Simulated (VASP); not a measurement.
# ScZn (Pm-3m) in VASP: single point with LDA

Aim: the single point of ScZn with LDA.

All numbers are computed with VASP 6.6.1; they aren't measurements. Logs are shortened: lines on timing, memory, paths and dates and some standing lists are left out, and cuts for length are marked.

## 1. The cell of the first run

The structure is cubic, space group Pm-3m (No. 221). Conventional cell: a = 3.350 Å, b = 3.350 Å, c = 3.350 Å, α = 90.00°, β = 90.00°, γ = 90.00°. Within 3.8 Å of Sc (site symmetry m-3m) lie 8 Zn at 2.90 Å and 6 Sc at 3.35 Å. Zn (site symmetry m-3m) has 8 Sc at 2.90 Å and 6 Zn at 3.35 Å within 3.8 Å.

## 2. Single point, LDA, collinear spin, zero start

File INCAR:

```
SYSTEM = ScZn
PREC = Accurate ; ENCUT = 520
EDIFF = 1E-6 ; ISMEAR = -1
SIGMA = 0.1 ; LREAL = .FALSE.
LASPH = .TRUE. ; NELM = 150
ALGO = Normal ; ISIF = 2
LWAVE = .FALSE. ; LCHARG = .FALSE.
ISPIN = 2 ; MAGMOM = 0 0
LORBIT = 11 ; LMAXMIX = 4
GGA = CA ; NBANDS = 22
```

File KPOINTS:

```
Automatic mesh
0
G
  8 8 8
  0 0 0
```

File POSCAR:

```
ScZn
1.0
    3.3500000000      0.0000000000      0.0000000000
    0.0000000000      3.3500000000      0.0000000000
    0.0000000000      0.0000000000      3.3500000000
Sc Zn
1 1
Direct
    0.0000000000      0.0000000000      0.0000000000
    0.5000000000      0.5000000000      0.5000000000
```

Potentials or basis: VASP PAW LDA potentials, release 64 (Sc_sv, Zn).

Command:

```bash
cat potpaw_LDA.64/Sc_sv/POTCAR potpaw_LDA.64/Zn/POTCAR > POTCAR
mpirun -np 1 vasp_std > vasp.out
```

OUTCAR:

```text
SYSTEM = ScZn
   PREC = Accurate
   ENCUT = 520
   EDIFF = 1E-6
   ISMEAR = -1
   LREAL = .FALSE.
   LASPH = .TRUE.
   NELM = 150
   ISIF = 2
   ISPIN = 2
   LORBIT = 11
   GGA = CA

 ion  position               nearest neighbor table
   1  0.000  0.000  0.000-   2 2.90   2 2.90   2 2.90   2 2.90   2 2.90   2 2.90   2 2.90   2 2.90

   2  0.500  0.500  0.500-   1 2.90   1 2.90   1 2.90   1 2.90   1 2.90   1 2.90   1 2.90   1 2.90

  LATTYP: Found a simple cubic cell.
 ALAT       =     3.3500000000

  Lattice vectors:

 A1 = (   3.3500000000,   0.0000000000,   0.0000000000)
 A2 = (   0.0000000000,   3.3500000000,   0.0000000000)
 A3 = (   0.0000000000,   0.0000000000,   3.3500000000)

Analysis of symmetry for initial positions (statically):
=====================================================================
 Subroutine PRICEL returns:
 Original cell was already a primitive cell.

 Routine SETGRP: Setting up the symmetry group for a
 simple cubic supercell.

 Subroutine GETGRP returns: Found 48 space group operations
 (whereof 48 operations were pure point group operations)
 out of a pool of 48 trial point group operations.

The static configuration has the point symmetry O_h .

Analysis of symmetry for dynamics (positions and initial velocities):
=====================================================================
 Subroutine PRICEL returns:
 Original cell was already a primitive cell.

 Routine SETGRP: Setting up the symmetry group for a
 simple cubic supercell.

 Subroutine GETGRP returns: Found 48 space group operations
 (whereof 48 operations were pure point group operations)
 out of a pool of 48 trial point group operations.

The dynamic configuration has the point symmetry O_h .

Analysis of structural, dynamic, and magnetic symmetry:
=====================================================================
 Subroutine PRICEL returns:
 Original cell was already a primitive cell.

 Routine SETGRP: Setting up the symmetry group for a
 simple cubic supercell.

 Subroutine GETGRP returns: Found 48 space group operations
 (whereof 48 operations were pure point group operations)
 out of a pool of 48 trial point group operations.

The overall configuration has the point symmetry O_h .

 Subroutine INISYM returns: Found 48 space group operations
 (whereof 48 operations are pure point group operations),
 and found     1 'primitive' translations

----------------------------------------------------------------------------------------

                                     Primitive cell

  volume of cell :      37.5954

  direct lattice vectors                    reciprocal lattice vectors
     3.350000000  0.000000000  0.000000000     0.298507463  0.000000000  0.000000000
     0.000000000  3.350000000  0.000000000     0.000000000  0.298507463  0.000000000
     0.000000000  0.000000000  3.350000000     0.000000000  0.000000000  0.298507463

  length of vectors
     3.350000000  3.350000000  3.350000000     0.298507463  0.298507463  0.298507463

  position of ions in fractional coordinates (direct lattice)
     0.000000000  0.000000000  0.000000000
     0.500000000  0.500000000  0.500000000

  ion indices of the primitive-cell ions
   primitive index   ion index
                 1           1
                 2           2

----------------------------------------------------------------------------------------

 KPOINTS: Automatic mesh

Automatic generation of k-mesh.
 Grid dimensions read from file:
 generate k-points for:    8    8    8

 Generating k-lattice:

  Cartesian coordinates                     Fractional coordinates (reciprocal lattice)
     0.037313433  0.000000000  0.000000000     0.125000000  0.000000000  0.000000000
     0.000000000  0.037313433  0.000000000     0.000000000  0.125000000  0.000000000
     0.000000000  0.000000000  0.037313433     0.000000000  0.000000000  0.125000000

  Length of vectors
     0.037313433  0.037313433  0.037313433

  Shift w.r.t. Gamma in fractional coordinates (k-lattice)
     0.000000000  0.000000000  0.000000000

 Subroutine IBZKPT returns following result:
 ===========================================

 Found     35 irreducible k-points:

 Following reciprocal coordinates:
            Coordinates               Weight
  0.000000  0.000000  0.000000      1.000000
  0.125000  0.000000  0.000000      6.000000
  0.250000  0.000000  0.000000      6.000000
  0.375000  0.000000  0.000000      6.000000
  0.500000  0.000000  0.000000      3.000000
  0.125000  0.125000  0.000000     12.000000
[... 16 lines left out ...]
  0.375000  0.375000  0.125000     24.000000
  0.500000  0.375000  0.125000     24.000000
 [... further k-points ...]
   k-points           NKPTS =     35   k-points in BZ     NKDIM =     35   number of bands    NBANDS=     22
   number of dos      NEDOS =    301   number of ions     NIONS =      2
   total plane-waves  NPLWV =  21952
   dimension x,y,z NGX =    28 NGY =   28 NGZ =   28
   dimension x,y,z NGXF=    56 NGYF=   56 NGZF=   56
   ions per type =               1   1
   NGX,Y,Z   is equivalent  to a cutoff of  13.90, 13.90, 13.90 a.u.
   NGXF,Y,Z  is equivalent  to a cutoff of  27.79, 27.79, 27.79 a.u.
 SYSTEM =  ScZn
   PREC   = accura    normal or accurate (medium, high low for compatibility)
   ISTART =      0    job   : 0-new  1-cont  2-samecut
   ICHARG =      2    charge: 1-file 2-atom 10-const
   ISPIN  =      2    spin polarized calculation?
   LNONCOLLINEAR =      F non collinear calculations
   LSORBIT =      F    spin-orbit coupling
   LASPH  =      T    aspherical Exc in radial PAW
   ENCUT  =  520.0 eV  38.22 Ry    6.18 a.u.   6.23  6.23  6.23*2*pi/ulx,y,z
   NELM   =    150;   NELMIN=  2; NELMDL= -5     # of ELM steps
   EDIFF  = 0.1E-05   stopping-criterion for ELM
   LREAL  =      F    real-space projection
   EDIFFG = 0.1E-04   stopping-criterion for IOM
   NSW    =      0    number of steps for IOM
   IBRION =     -1    ionic relax: 0-MD 1-quasi-New 2-CG
   NFREE  =      0    steps in history (QN), initial steepest desc. (CG)
   ISIF   =      2    stress and relaxation
   ISYM   =      2    0-nonsym 1-usesym 2-fastsym
   POTIM  = 0.5000    time-step for ionic-motion
   TEBEG  =    0.0;   TEEND  =   0.0 temperature during run
   PSTRESS=    0.0 pullay stress
   NELECT =      23.0000    total number of electrons
   NUPDOWN=      -1.0000    fix difference up-down
   EMIN   =  10.00;   EMAX   =-10.00  energy-range for DOS
   EFERMI =   0.00;   METHOD = LEGACY
   ISMEAR =    -1;   SIGMA  =   0.10  broadening in eV -4-tet -1-fermi 0-gaus
   EFERMI_NEDOS =   21; number of points for ismear=-14 and -15
   IALGO  =     38    algorithm
   IMIX   =      4    mixing-type and parameters
     AMIX     =   0.40;   BMIX     =  1.00
     AMIX_MAG =   1.60;   BMIX_MAG =  1.00
  volume/ion in A,a.u.               =      18.80       126.85
  Fermi-wavevector in a.u.,A,eV,Ry     =   1.389758  2.626263 26.278678  1.931428
  Thomas-Fermi vector in A             =   2.513758
   LORBIT       =     11    0 simple, 1 ext, 2 COOP (PROOUT), +10 PAW based schemes
   GGA     = CA    functional components
   LHFCALC =     F    Hartree Fock is set to
   AEXX    =    0.0000 exact exchange contribution
   IVDW    =     0    specifies the selected vdW correction
   LEPSILON=     F    determine dielectric tensor
   LRPA    =     F    only Hartree local field effects (RPA)
 spin polarized calculation
  energy-cutoff  :      520.00
  volume of cell :       37.60
 maximum number of plane-waves:      1064
 NGX is ok and might be reduce to    28
   NGX = 13   NGY = 13   NGZ = 13

 number of electron      22.9999991 magnetization      -0.0000097

 number of electron      22.9999991 magnetization       0.0000005

 Free energy of the ion-electron system (eV)
  ---------------------------------------------------
  ext. energy  EPLUGINS =         0.00000000
  ---------------------------------------------------
  free energy    TOTEN  =        -9.37022766 eV

  energy without entropy =       -9.30872489  energy(sigma->0) =       -9.33947627

 E-fermi :   3.4195     XC(G=0): -11.0994

 val. band max:        3.4018338803   @ k =   0.1250   0.0000   0.0000
 cond. band min:       3.4339090584   @ k =   0.1250   0.1250   0.0000
 fundamental gap:      0.0320751781
 Fermi energy:         3.4195197278

 spin component 1

 k-point     1 :       0.0000    0.0000    0.0000
  band No.  band energies     occupation
      1     -45.6154      1.00000
      2     -24.5039      1.00000
      3     -24.5039      1.00000
      4     -24.5039      1.00000
      5      -4.1602      1.00000
      6      -3.8122      1.00000
[... 14 lines left out ...]
     21      14.9545      0.00000
     22      21.0440      0.00000

 k-point     2 :       0.1250    0.0000    0.0000
  band No.  band energies     occupation
      1     -45.6130      1.00000
      2     -24.5313      1.00000
      3     -24.5016      1.00000
      4     -24.5016      1.00000
      5      -3.9375      1.00000
      6      -3.7998      1.00000
[... 14 lines left out ...]
     21      16.1832      0.00000
     22      20.3734      0.00000

 k-point     3 :       0.2500    0.0000    0.0000
  band No.  band energies     occupation
      1     -45.6073      1.00000
      2     -24.5969      1.00000
      3     -24.4961      1.00000
      4     -24.4961      1.00000
      5      -3.7699      1.00000
      6      -3.7386      1.00000
[... 14 lines left out ...]
     21      18.8060      0.00000
     22      18.8060      0.00000
[... 476 lines left out ...]
 k-point    23 :       0.3750    0.3750    0.1250
  band No.  band energies     occupation
      1     -45.5861      1.00000
      2     -24.6381      1.00000
      3     -24.6352      1.00000
      4     -24.5018      1.00000
      5      -3.7758      1.00000
      6      -3.6696      1.00000
[... 14 lines left out ...]
     21      15.5410      0.00000
     22      17.9721      0.00000

 k-point    24 :       0.5000    0.3750    0.1250
  band No.  band energies     occupation
      1     -45.5839      1.00000
      2     -24.6617      1.00000
      3     -24.6330      1.00000
      4     -24.4992      1.00000
      5      -3.8005      1.00000
      6      -3.6699      1.00000
[... 14 lines left out ...]
     21      15.2775      0.00000
     22      18.9393      0.00000

 [... further k-points ...]

 spin component 2

 k-point     1 :       0.0000    0.0000    0.0000
  band No.  band energies     occupation
      1     -45.6154      1.00000
      2     -24.5039      1.00000
      3     -24.5039      1.00000
      4     -24.5039      1.00000
      5      -4.1602      1.00000
      6      -3.8121      1.00000
[... 14 lines left out ...]
     21      14.9545      0.00000
     22      21.0440      0.00000

 k-point     2 :       0.1250    0.0000    0.0000
  band No.  band energies     occupation
      1     -45.6130      1.00000
      2     -24.5313      1.00000
      3     -24.5016      1.00000
      4     -24.5016      1.00000
      5      -3.9375      1.00000
      6      -3.7998      1.00000
[... 14 lines left out ...]
     21      16.1832      0.00000
     22      20.3731      0.00000

 k-point     3 :       0.2500    0.0000    0.0000
  band No.  band energies     occupation
      1     -45.6073      1.00000
      2     -24.5969      1.00000
      3     -24.4961      1.00000
      4     -24.4961      1.00000
      5      -3.7699      1.00000
      6      -3.7386      1.00000
[... 14 lines left out ...]
     21      18.8060      0.00000
     22      18.8060      0.00000
[... 476 lines left out ...]
 k-point    23 :       0.3750    0.3750    0.1250
  band No.  band energies     occupation
      1     -45.5861      1.00000
      2     -24.6381      1.00000
      3     -24.6352      1.00000
      4     -24.5018      1.00000
      5      -3.7758      1.00000
      6      -3.6696      1.00000
[... 14 lines left out ...]
     21      15.5410      0.00000
     22      17.9721      0.00000

 k-point    24 :       0.5000    0.3750    0.1250
  band No.  band energies     occupation
      1     -45.5839      1.00000
      2     -24.6617      1.00000
      3     -24.6330      1.00000
      4     -24.4992      1.00000
      5      -3.8005      1.00000
      6      -3.6699      1.00000
[... 14 lines left out ...]
     21      15.2775      0.00000
     22      18.9393      0.00000

 [... further k-points ...]
[... 5 lines left out ...]
  --------------------------------------------------------------------------------------
  -------------------------------------------------------------------------------------
  Total       -1.4618364     -1.4618364     -1.4618364     -0.0000000     -0.0000000      0.0000000
  in kB      -62.2981202    -62.2981202    -62.2981202     -0.0000000     -0.0000000      0.0000000
  external PRESSURE =     -62.2981202 kB  Pullay stress =       0.0000000 kB

 VOLUME and BASIS-vectors are now :
 -----------------------------------------------------------------------------
  energy-cutoff  :      520.00
  volume of cell :       37.60
      direct lattice vectors                 reciprocal lattice vectors
     3.350000000  0.000000000  0.000000000     0.298507463  0.000000000  0.000000000
     0.000000000  3.350000000  0.000000000     0.000000000  0.298507463  0.000000000
     0.000000000  0.000000000  3.350000000     0.000000000  0.000000000  0.298507463

 POSITION                                       TOTAL-FORCE (eV/Angst)
 -----------------------------------------------------------------------------------
      0.00000      0.00000      0.00000         0.000000      0.000000      0.000000
      1.67500      1.67500      1.67500         0.000000      0.000000      0.000000
 -----------------------------------------------------------------------------------
    total drift:                                0.000000      0.000000      0.000000

  FREE ENERGIE OF THE ION-ELECTRON SYSTEM (eV)
  ---------------------------------------------------
  free  energy   TOTEN  =        -9.3702276587 eV

  energy  without entropy=       -9.3087248873  energy(sigma->0) =       -9.33947627

 total charge

# of ion       s       p       d       tot
------------------------------------------
    1        2.224   6.134   1.030   9.389
    2        0.674   0.482   9.682  10.838
--------------------------------------------------
tot          2.899   6.616  10.712  20.226

 magnetization (x)

# of ion       s       p       d       tot
------------------------------------------
    1       -0.000  -0.000   0.000   0.000
    2        0.000   0.000   0.000   0.000
--------------------------------------------------
tot          0.000  -0.000   0.000   0.000
```

Run time: 41 s. Hardware: 1 thread of Intel Xeon Platinum 8259CL at 2.50GHz (Skylake/Cascade Lake), shared host; peak memory 0.18 GiB.

Results:

| Property | Result |
| --- | --- |
| Free energy | -9.3702 eV |
| Pressure | -6.2 GPa |
| Net moment | 0.00 μB per cell |
| Valence electrons inside the program's atomic spheres | Sc 9.39; Zn 10.84 |
